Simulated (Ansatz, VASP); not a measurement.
# One calculation of Ge, two programs

The input POSCAR:

```
Ge
1.0
    4.0904100000      0.0000000000      0.0000000000
   -2.0452000000      3.5424000000      0.0000000000
    0.0000000000      0.0000000000      3.3265800000
Ge
2
Direct
    0.6666700000      0.3333300000      0.1408600000
    0.3333300000      0.6666700000      0.8591400000
```

INCAR.step1

```
SYSTEM = Ge
PREC = Accurate
ENCUT = 410
EDIFF = 1E-5
ISMEAR = -1
SIGMA = 0.05
LREAL = .False.
LASPH = .True.
NELM = 120
ALGO = Normal
ISIF = 2
LWAVE = .True.
LCHARG = .False.
NBANDS = 21
GGA = PE
GGA_COMPAT = .False.
```

Contents of INCAR.step2:

```
SYSTEM = Ge
PREC = Accurate
ENCUT = 410
EDIFF = 1E-6
ISMEAR = -1
SIGMA = 0.05
LREAL = .False.
LASPH = .True.
NELM = 120
ALGO = Normal
ISIF = 2
LWAVE = .False.
LCHARG = .False.
GGA = PS
LHFCALC = .True.
AEXX = 0.25
PRECFOCK = Normal
NBANDS = 21
ISTART = 1
GGA_COMPAT = .False.
```

Contents of KPOINTS:

```
Automatic mesh
0
Gamma
  4 4 4
  0 0 0
```

Contents of input:

```
crystal:
  lattice:
    - [4.09041, 0.0, 0.0]
    - [-2.0452, 3.5424, 0.0]
    - [0.0, 0.0, 3.32658]
  atoms:
    - { symbol: Ge, position: [0.66667, 0.33333, 0.14086] }
    - { symbol: Ge, position: [0.33333, 0.66667, 0.85914] }
hamiltonian:
  xc: { exchange: pbesol, correlation: pbesol, exx: { coeff: 0.25 } }
  pseudopotentials: { kind: paw }
kpoints:
  mp_grid: { grid: [4, 4, 4] }
scf:
  occupations: { method: fermi_dirac, width: 0.05 }
output:
  forces: true
  stress: true
  eigenvalues: true
  write_density: true
  write_potential: true
  elf: true
  volumetric_format: npy
```

Alike in both runs: task single point; functional PBEsol-based global hybrid; k mesh 4 × 4 × 4; occupations fermi-dirac, width 0.05 eV; no spin polarisation.

|  | VASP | Ansatz |
| --- | --- | --- |
| version | VASP 6.6.1 | Ansatz 0.2.0 |
| potentials or method | VASP PAW PBE potentials, release 64 (Ge_d) | Ansatz PAW |
| plane-wave cutoff (eV) | 410 | 420 |
| valence electrons in the cell | 28 | 28 |

Ansatz gave:

```
gap on the k mesh at the Fermi level (eV) : none
rms of the force components (eV/Å)        : 0.303
```

Task: Which values does VASP return?

Result: gap on the k mesh at the Fermi level (eV): none; rms of the force components (eV/Å): 0.305.

VASP's potentials were made for PBE, not for PBEsol-based global hybrid. Atom by atom the forces differ by 0.053 eV/Å (rms over components). A gap of «none» marks a metal or a gap that the smearing closes.

The k mesh is coarse, so the values compare programs but aren't converged.
